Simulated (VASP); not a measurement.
# W (Fm-3m) in VASP: further runs

W is run at these levels: BLYP; tasks: single point.

All numbers are computed with VASP 6.6.1; they aren't measurements. Logs are shortened: lines on timing, memory, paths and dates and some standing lists are left out, and cuts for length are marked.

## 1. The cell of the first run

Symmetry: Fm-3m, No. 225, cubic system. The conventional cell has a = 4.028 Å, b = 4.028 Å, c = 4.028 Å, α = 90.00°, β = 90.00°, γ = 90.00°. W (site symmetry m-3m) has 12 W at 2.85 Å within 3.8 Å.

## 2. Single point, BLYP (volume scaled by 0.96)

INCAR reads:

```
PREC = Accurate ; ENCUT = 520
EDIFF = 1E-6 ; ISMEAR = -1
SIGMA = 0.1 ; LREAL = F
LASPH = T ; NELM = 60
ALGO = Normal ; ISIF = 2
LWAVE = F ; LCHARG = F
GGA = B5 ; ALDAX = 1.0
AGGAX = 1.0 ; AGGAC = 1.0
ALDAC = 0.0 ; NBANDS = 13
```

KPOINTS reads:

```
Automatic mesh
0
Gamma
  15 15 15
```

POSCAR reads:

```
W
1.0
    0.0000000000      2.0142160153      2.0142160153
    2.0142160153      0.0000000000      2.0142160153
    2.0142160153      2.0142160153      0.0000000000
W
1
Direct
    0.0000000000      0.0000000000      0.0000000000
```

Potentials or basis: VASP PAW PBE potentials, release 64 (W_sv).

Command:

```sh
cat potpaw_PBE.64/W_sv/POTCAR > POTCAR
mpirun -np 1 vasp_std > vasp.out
```

OUTCAR:

```text
PREC = Accurate
   ENCUT = 520
   EDIFF = 1E-6
   ISMEAR = -1
   LREAL = F
   LASPH = T
   NELM = 60
   ISIF = 2
   GGA = B5

 ion  position               nearest neighbor table
   1  0.000  0.000  0.000-

  LATTYP: Found a face centered cubic cell.
 ALAT       =     4.0284320306

  Lattice vectors:

 A1 = (   0.0000000000,   2.0142160153,   2.0142160153)
 A2 = (   2.0142160153,   0.0000000000,   2.0142160153)
 A3 = (   2.0142160153,   2.0142160153,   0.0000000000)

Analysis of symmetry for initial positions (statically):
=====================================================================
 Subroutine PRICEL returns:
 Original cell was already a primitive cell.

 Routine SETGRP: Setting up the symmetry group for a
 face centered cubic supercell.

 Subroutine GETGRP returns: Found 48 space group operations
 (whereof 48 operations were pure point group operations)
 out of a pool of 48 trial point group operations.

The static configuration has the point symmetry O_h .

Analysis of symmetry for dynamics (positions and initial velocities):
=====================================================================
 Subroutine PRICEL returns:
 Original cell was already a primitive cell.

 Routine SETGRP: Setting up the symmetry group for a
 face centered cubic supercell.

 Subroutine GETGRP returns: Found 48 space group operations
 (whereof 48 operations were pure point group operations)
 out of a pool of 48 trial point group operations.

The dynamic configuration has the point symmetry O_h .

 Subroutine INISYM returns: Found 48 space group operations
 (whereof 48 operations are pure point group operations),
 and found     1 'primitive' translations

----------------------------------------------------------------------------------------

                                     Primitive cell

  volume of cell :      16.3436

  direct lattice vectors                    reciprocal lattice vectors
     0.000000000  2.014216015  2.014216015    -0.248235540  0.248235540  0.248235540
     2.014216015  0.000000000  2.014216015     0.248235540 -0.248235540  0.248235540
     2.014216015  2.014216015  0.000000000     0.248235540  0.248235540 -0.248235540

  length of vectors
     2.848531606  2.848531606  2.848531606     0.429956567  0.429956567  0.429956567

  position of ions in fractional coordinates (direct lattice)
     0.000000000  0.000000000  0.000000000

  ion indices of the primitive-cell ions
   primitive index   ion index
                 1           1

----------------------------------------------------------------------------------------

 KPOINTS: Automatic mesh

Automatic generation of k-mesh.
 Grid dimensions read from file:
 generate k-points for:   15   15   15

 Generating k-lattice:

  Cartesian coordinates                     Fractional coordinates (reciprocal lattice)
    -0.016549036  0.016549036  0.016549036     0.066666667  0.000000000  0.000000000
     0.016549036 -0.016549036  0.016549036     0.000000000  0.066666667  0.000000000
     0.016549036  0.016549036 -0.016549036     0.000000000  0.000000000  0.066666667

  Length of vectors
     0.028663771  0.028663771  0.028663771

  Shift w.r.t. Gamma in fractional coordinates (k-lattice)
     0.000000000  0.000000000  0.000000000

 Subroutine IBZKPT returns following result:
 ===========================================

 Found    120 irreducible k-points:

 Following reciprocal coordinates:
            Coordinates               Weight
  0.000000  0.000000  0.000000      1.000000
  0.066667  0.000000  0.000000      8.000000
  0.133333  0.000000  0.000000      8.000000
  0.200000  0.000000  0.000000      8.000000
  0.266667  0.000000  0.000000      8.000000
  0.333333  0.000000  0.000000      8.000000
[... 16 lines left out ...]
  0.133333  0.133333  0.000000      6.000000
  0.200000  0.133333  0.000000     24.000000
 [... further k-points ...]
   k-points           NKPTS =    120   k-points in BZ     NKDIM =    120   number of bands    NBANDS=     13
   number of dos      NEDOS =    301   number of ions     NIONS =      1
   total plane-waves  NPLWV =  13824
   dimension x,y,z NGX =    24 NGY =   24 NGZ =   24
   dimension x,y,z NGXF=    48 NGYF=   48 NGZF=   48
   ions per type =               1
   NGX,Y,Z   is equivalent  to a cutoff of  14.01, 14.01, 14.01 a.u.
   NGXF,Y,Z  is equivalent  to a cutoff of  28.01, 28.01, 28.01 a.u.
 SYSTEM =  unknown system
   PREC   = accura    normal or accurate (medium, high low for compatibility)
   ISTART =      0    job   : 0-new  1-cont  2-samecut
   ICHARG =      2    charge: 1-file 2-atom 10-const
   ISPIN  =      1    spin polarized calculation?
   LNONCOLLINEAR =      F non collinear calculations
   LSORBIT =      F    spin-orbit coupling
   LASPH  =      T    aspherical Exc in radial PAW
   ENCUT  =  520.0 eV  38.22 Ry    6.18 a.u.   5.30  5.30  5.30*2*pi/ulx,y,z
   NELM   =     60;   NELMIN=  2; NELMDL= -5     # of ELM steps
   EDIFF  = 0.1E-05   stopping-criterion for ELM
   LREAL  =      F    real-space projection
   EDIFFG = 0.1E-04   stopping-criterion for IOM
   NSW    =      0    number of steps for IOM
   IBRION =     -1    ionic relax: 0-MD 1-quasi-New 2-CG
   NFREE  =      0    steps in history (QN), initial steepest desc. (CG)
   ISIF   =      2    stress and relaxation
   ISYM   =      2    0-nonsym 1-usesym 2-fastsym
   POTIM  = 0.5000    time-step for ionic-motion
   TEBEG  =    0.0;   TEEND  =   0.0 temperature during run
   PSTRESS=    0.0 pullay stress
   NELECT =      14.0000    total number of electrons
   NUPDOWN=      -1.0000    fix difference up-down
   EMIN   =  10.00;   EMAX   =-10.00  energy-range for DOS
   EFERMI =   0.00;   METHOD = LEGACY
   ISMEAR =    -1;   SIGMA  =   0.10  broadening in eV -4-tet -1-fermi 0-gaus
   EFERMI_NEDOS =   21; number of points for ismear=-14 and -15
   IALGO  =     38    algorithm
   IMIX   =      4    mixing-type and parameters
     AMIX     =   0.40;   BMIX     =  1.00
     AMIX_MAG =   1.60;   BMIX_MAG =  1.00
  volume/ion in A,a.u.               =      16.34       110.29
  Fermi-wavevector in a.u.,A,eV,Ry     =   1.554777  2.938103 32.889796  2.417332
  Thomas-Fermi vector in A             =   2.658814
   LORBIT       =      0    0 simple, 1 ext, 2 COOP (PROOUT), +10 PAW based schemes
   GGA     = B5    functional components
   LHFCALC =     F    Hartree Fock is set to
   AEXX    =    0.0000 exact exchange contribution
   IVDW    =     0    specifies the selected vdW correction
   LEPSILON=     F    determine dielectric tensor
   LRPA    =     F    only Hartree local field effects (RPA)
 non-spin polarized calculation
  energy-cutoff  :      520.00
  volume of cell :       16.34
 maximum number of plane-waves:       459
 NGX is ok and might be reduce to    24
   NGX = 11   NGY = 11   NGZ = 11

 number of electron      14.0000001 magnetization

 Free energy of the ion-electron system (eV)
  ---------------------------------------------------
  ext. energy  EPLUGINS =         0.00000000
  ---------------------------------------------------
  free energy    TOTEN  =       -10.82997211 eV

  energy without entropy =      -10.79304895  energy(sigma->0) =      -10.81151053

 E-fermi :  11.1176     XC(G=0): -12.8065

 val. band max:       11.1148234016   @ k =  -0.2000   0.0667   0.0000
 cond. band min:      11.1179845647   @ k =   0.4000   0.1333   0.0667
 fundamental gap:      0.0031611631
 Fermi energy:        11.1176070104

 k-point     1 :       0.0000    0.0000    0.0000
  band No.  band energies     occupation
      1     -62.1131      2.00000
      2     -26.0077      2.00000
      3     -26.0077      2.00000
      4     -26.0077      2.00000
      5       2.3035      2.00000
      6      10.4828      1.99651
      7      10.4828      1.99651
      8      10.4828      1.99651
      9      13.5977      0.00000
     10      13.5977      0.00000
     11      24.0676      0.00000
     12      29.3318      0.00000
     13      29.3318      0.00000

 k-point     2 :       0.0667    0.0000    0.0000
  band No.  band energies     occupation
      1     -62.1082      2.00000
      2     -26.0626      2.00000
      3     -26.0148      2.00000
      4     -26.0148      2.00000
      5       2.5006      2.00000
      6      10.3369      1.99919
      7      10.5744      1.99129
      8      10.5744      1.99129
      9      13.5164      0.00000
     10      13.5164      0.00000
     11      24.4582      0.00000
     12      28.5178      0.00000
     13      29.6980      0.00000

 k-point     3 :       0.1333    0.0000    0.0000
  band No.  band energies     occupation
      1     -62.0945      2.00000
      2     -26.2158      2.00000
      3     -26.0345      2.00000
      4     -26.0345      2.00000
      5       3.0592      2.00000
      6       9.9876      1.99998
      7      10.7950      1.92359
      8      10.7950      1.92359
      9      13.3626      0.00000
     10      13.3626      0.00000
     11      25.4250      0.00000
     12      27.1688      0.00000
     13      30.7463      0.00000

 k-point     4 :       0.2000    0.0000    0.0000
  band No.  band energies     occupation
      1     -62.0743      2.00000
      2     -26.4364      2.00000
      3     -26.0635      2.00000
      4     -26.0635      2.00000
      5       3.8695      2.00000
      6       9.6492      2.00000
      7      10.9615      1.65290
      8      10.9615      1.65290
      9      13.3947      0.00000
     10      13.3947      0.00000
     11      25.2580      0.00000
     12      27.3675      0.00000
     13      32.3549      0.00000

 k-point     5 :       0.2667    0.0000    0.0000
  band No.  band energies     occupation
      1     -62.0511      2.00000
      2     -26.6826      2.00000
      3     -26.0965      2.00000
      4     -26.0965      2.00000
      5       4.7096      2.00000
      6       9.6027      2.00000
      7      10.8863      1.81992
      8      10.8863      1.81992
      9      13.8520      0.00000
     10      13.8520      0.00000
     11      24.1192      0.00000
     12      28.0961      0.00000
     13      34.1154      0.00000

 k-point     6 :       0.3333    0.0000    0.0000
  band No.  band energies     occupation
      1     -62.0288      2.00000
      2     -26.9116      2.00000
      3     -26.1279      2.00000
      4     -26.1279      2.00000
      5       5.2822      2.00000
      6      10.1121      1.99991
      7      10.6511      1.98133
      8      10.6511      1.98133
      9      14.6354      0.00000
     10      14.6354      0.00000
     11      23.1172      0.00000
     12      26.8406      0.00000
     13      33.1830      0.00000

 k-point     7 :       0.4000    0.0000    0.0000
  band No.  band energies     occupation
      1     -62.0113      2.00000
      2     -27.0863      2.00000
      3     -26.1522      2.00000
      4     -26.1522      2.00000
      5       5.5012      2.00000
      6      10.4228      1.99808
      7      10.4228      1.99808
      8      11.0895      1.13949
      9      15.4596      0.00000
     10      15.4596      0.00000
     11      22.2567      0.00000
     12      24.9705      0.00000
     13      31.2092      0.00000
[... 193 lines left out ...]
 k-point    20 :      -0.2000    0.0667    0.0000
  band No.  band energies     occupation
      1     -62.0634      2.00000
      2     -26.5264      2.00000
      3     -26.1253      2.00000
      4     -26.0610      2.00000
      5       4.3230      2.00000
      6       9.4437      2.00000
      7      10.9347      1.72341
      8      11.1148      1.01392
      9      12.9155      0.00000
     10      14.1012      0.00000
     11      25.1988      0.00000
     12      27.8925      0.00000
     13      31.7851      0.00000

 k-point    21 :      -0.1333    0.0667    0.0000
  band No.  band energies     occupation
      1     -62.0846      2.00000
      2     -26.3042      2.00000
      3     -26.0856      2.00000
      4     -26.0335      2.00000
      5       3.4721      2.00000
      6       9.7216      2.00000
      7      10.9410      1.70791
      8      10.9703      1.62694
      9      12.8898      0.00000
     10      13.7182      0.00000
     11      26.0263      0.00000
     12      26.9198      0.00000
     13      30.4897      0.00000

 k-point    22 :      -0.0667    0.0667    0.0000
  band No.  band energies     occupation
      1     -62.1004      2.00000
      2     -26.1387      2.00000
      3     -26.0465      2.00000
      4     -26.0172      2.00000
      5       2.8196      2.00000
      6      10.0933      1.99993
      7      10.7051      1.96820
      8      10.7539      1.94870
      9      13.2022      0.00000
     10      13.6099      0.00000
     11      25.0694      0.00000
     12      27.8499      0.00000
     13      29.7085      0.00000

 k-point    23 :       0.1333    0.1333    0.0000
  band No.  band energies     occupation
      1     -62.0884      2.00000
      2     -26.2100      2.00000
      3     -26.0805      2.00000
      4     -26.0805      2.00000
      5       3.3161      2.00000
      6       9.5764      2.00000
      7      11.1119      1.02870
      8      11.1119      1.02870
      9      12.4680      0.00000
     10      13.9405      0.00000
     11      26.0428      0.00000
     12      28.2695      0.00000
     13      29.9764      0.00000

 k-point    24 :       0.2000    0.1333    0.0000
  band No.  band energies     occupation
      1     -62.0734      2.00000
      2     -26.3537      2.00000
      3     -26.1173      2.00000
      4     -26.1074      2.00000
      5       3.9384      2.00000
      6       9.1901      2.00000
      7      11.2782      0.33434
      8      11.4206      0.09218
      9      12.2208      0.00003
     10      14.1162      0.00000
     11      27.0521      0.00000
     12      27.5815      0.00000
     13      30.4768      0.00000

 [... further k-points ...]
[... 5 lines left out ...]
  --------------------------------------------------------------------------------------
  -------------------------------------------------------------------------------------
  Total        1.2961651      1.2961651      1.2961651     -0.0000000     -0.0000000      0.0000000
  in kB      127.0640696    127.0640696    127.0640696     -0.0000000     -0.0000000      0.0000000
  external PRESSURE =     127.0640696 kB  Pullay stress =       0.0000000 kB

 VOLUME and BASIS-vectors are now :
 -----------------------------------------------------------------------------
  energy-cutoff  :      520.00
  volume of cell :       16.34
      direct lattice vectors                 reciprocal lattice vectors
     0.000000000  2.014216015  2.014216015    -0.248235540  0.248235540  0.248235540
     2.014216015  0.000000000  2.014216015     0.248235540 -0.248235540  0.248235540
     2.014216015  2.014216015  0.000000000     0.248235540  0.248235540 -0.248235540

 POSITION                                       TOTAL-FORCE (eV/Angst)
 -----------------------------------------------------------------------------------
      0.00000      0.00000      0.00000         0.000000      0.000000      0.000000
 -----------------------------------------------------------------------------------
    total drift:                                0.000000      0.000000     -0.000000

  FREE ENERGIE OF THE ION-ELECTRON SYSTEM (eV)
  ---------------------------------------------------
  free  energy   TOTEN  =       -10.8299721072 eV

  energy  without entropy=      -10.7930489491  energy(sigma->0) =      -10.81151053
```

It took 20 s on 1 thread of Intel Xeon 6975P-C, shared host; peak memory 0.15 GiB.

Results:

```yaml
Free_energy: -10.8300 eV
Pressure: 12.7 GPa
Band_gap_on_the_k_mesh: zero (band 7 reaches 14.22 eV, above the bottom of band 8 at 10.48 eV)
```

Levels at points of the mesh, in eV from the Fermi level:
```tsv
k point	band 5	band 6	band 7	band 8	band 9	band 10
(0.00, 0.00, 0.00)	-8.81	-0.63	-0.63	-0.63	2.48	2.48
```

Caveat: the PAW data sets were made with another functional, which shifts forces and pressure a little; spin-orbit coupling is left out, which moves the levels of the heavy elements.

(Continued in part 2 of 2.)
